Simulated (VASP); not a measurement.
Wanted: the native input for a VASP 6.6.1 run.

| Item | Value |
| --- | --- |
| Task | single point |
| Functional | PBE |
| Potentials or basis | VASP PAW PBE potentials, release 64 (In_d, Se) |
| Cutoff | 520 eV |
| k mesh | 4 × 4 × 4 |
| Occupations | gaussian, width 0.1 eV |
| Spin | no spin polarisation |
| Dipole correction | no |
| Further INCAR settings | ALGO = Normal; EDIFF = 1e-06; NBANDS = 48 |

The structure of InSe lies in POSCAR:

```
InSe
1.0
    5.9458820409      0.0000000000      0.0000000000
    0.0000000000      5.9458820409      0.0000000000
    0.0000000000      0.0000000000      5.9458820409
In Se
4 4
Direct
    0.2464022987      0.2464022987      0.2464022987
    0.2535977013      0.7535977013      0.7464022987
    0.7464022987      0.2535977013      0.7535977013
    0.7535977013      0.7464022987      0.2535977013
    0.7526066726      0.7526066726      0.7526066726
    0.7473933274      0.2473933274      0.2526066726
    0.2526066726      0.7473933274      0.2473933274
    0.2473933274      0.2526066726      0.7473933274
```

One way to write it, as run:

INCAR

```
PREC = Accurate
ENCUT = 520
EDIFF = 1E-6
ISMEAR = 0
SIGMA = 0.1
LREAL = F
LASPH = T
NELM = 80
ALGO = Normal
ISIF = 2
LWAVE = F
LCHARG = F
GGA = PE
NBANDS = 48
```

KPOINTS

```
Automatic mesh
0
Gamma
  4 4 4
```

Potentials or basis: VASP PAW PBE potentials, release 64 (In_d, Se).

The run is started by

```console
$ cat potpaw_PBE.64/In_d/POTCAR potpaw_PBE.64/Se/POTCAR > POTCAR
$ mpirun -np 1 vasp_std > vasp.out
```

Results of the run:

```yaml
Pressure: -0.1 GPa
Largest_force: 0.027 eV/Å
Band_gap_on_the_k_mesh: zero (bands 38 and 39 overlap by 3.18 eV)
```

Caveat: spin-orbit coupling is left out, which moves the levels of the heavy elements.

Run time: 110 s on 1 thread of Intel(R) Xeon(R) 6975P-C (Granite Rapids), with other jobs on the host, peak memory 0.37 GiB.
